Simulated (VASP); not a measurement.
NiO:

```
Ni O
1.0
     0.00000    2.09131    2.09131
     2.09131    0.00000    2.09131
     2.09131    2.09131    0.00000
Ni O
1 1
Cartesian
  0.0000 0.0000 0.0000
  2.0913 2.0913 2.0913
```

Base run:

| Property | Result |
| --- | --- |
| Program | VASP 6.6.1 |
| Functional | LDA |
| Potentials or basis | VASP PAW LDA potentials, release 64 (Ni_sv_GW, O) |
| Cutoff | 700 eV |
| k mesh | 12 × 12 × 12 |
| Occupations | gaussian, width 0.05 eV |
| Spin | collinear spin, ferromagnetic start |
| Starting moments | [2.0, 0.0] μB |
| Hubbard terms | Ni d U = 4.2 eV |

Its results: band gap on the k mesh 0.89 eV (least direct gap 1.84 eV); pressure -10.3 GPa.

Problem. The run is repeated on the same cell with these changes: spin from collinear spin, ferromagnetic start to no spin polarisation; further incar settings from ALGO = Normal; EDIFF = 1e-06; NBANDS = 23 to ALGO = Normal; EDIFF = 1e-06; NBANDS = 19. What comes out?

Solution. Band gap on the k mesh zero (bands 12 and 13 overlap by 2.87 eV); pressure -21.8 GPa.

Caveats: the cell stands under tension; a cell with one magnetic atom can't hold antiferromagnetic order, which such compounds often take (at least some runs); U without spin polarisation on a metal has little footing (at least some runs).

A k mesh can miss the band edges.
